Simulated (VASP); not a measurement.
Write the native input for VASP 6.6.1 that does the following.

```yaml
Task: single point
Functional: revPBE
Potentials_or_basis: VASP PAW PBE potentials, release 64 (Ba_sv, Ti_sv, O_h)
Cutoff: 910 eV
k_mesh: 7 × 7 × 7
Occupations: fermi-dirac, width 0.05 eV
Spin: no spin polarisation
Dipole_correction: no
Further_INCAR_settings: ALGO = Normal; EDIFF = 1e-06; NBANDS = 28
```

The structure of BaTiO3 lies in POSCAR:

```
BaTiO3
1.0
    4.0524349834      0.0000000000      0.0000000000
    0.0000000000      4.0524349834      0.0000000000
    0.0000000000      0.0000000000      4.0708744845
Ba Ti O
1 1 3
Direct
    0.0000000000      0.0000000000      0.0000000000
    0.5000000000      0.5000000000      0.4900000000
    0.0000000000      0.5000000000      0.5170000000
    0.5000000000      0.0000000000      0.5170000000
    0.5000000000      0.5000000000      0.0190000000
```

These files were run (other wordings do the same):

INCAR

```
PREC     = Accurate       # precision mode
ENCUT    = 910            # plane-wave cutoff, eV
EDIFF    = 1E-6           # SCF threshold, eV
ISMEAR   = -1             # smearing method
SIGMA    = 0.05           # smearing width, eV
LREAL    = False          # projectors in reciprocal space
LASPH    = True           # aspherical terms in the spheres
NELM     = 120            # most SCF steps
ALGO     = Normal         # electronic algorithm
ISIF     = 2              # what is computed and relaxed
LWAVE    = False          # write WAVECAR
LCHARG   = False          # write CHGCAR
GGA      = RE             # functional
NBANDS   = 28             # bands
GGA_COMPAT= False
```

KPOINTS

```
regular mesh
0
Gamma
  7 7 7
```

Potentials or basis: VASP PAW PBE potentials, release 64 (Ba_sv, Ti_sv, O_h).

Launch:

```console
$ cat potpaw_PBE.64/Ba_sv/POTCAR potpaw_PBE.64/Ti_sv/POTCAR potpaw_PBE.64/O_h/POTCAR > POTCAR
$ mpirun -np 1 vasp_std > vasp.out
```

It gave:

```yaml
Pressure: 0.4 GPa
Largest_force: 0.516 eV/Å
Band_gap_on_the_k_mesh: 1.81 eV (least direct gap 2.04 eV)
```

Caveat: the cutoff is under 1.25 times the usual one of these potentials, so pressure, stress and relaxed cells hold a basis-set (Pulay) error; the PAW data sets were made with another functional, which shifts forces and pressure a little; spin-orbit coupling is left out, which moves the levels of the heavy elements; an odd mesh through Γ misses points on the zone boundary, where band edges can lie.

Run time: 2.4 min on 1 thread of Intel(R) Xeon(R) Platinum 8259CL CPU @ 2.50GHz (Skylake/Cascade Lake), on a shared host, peak memory 0.36 GiB.
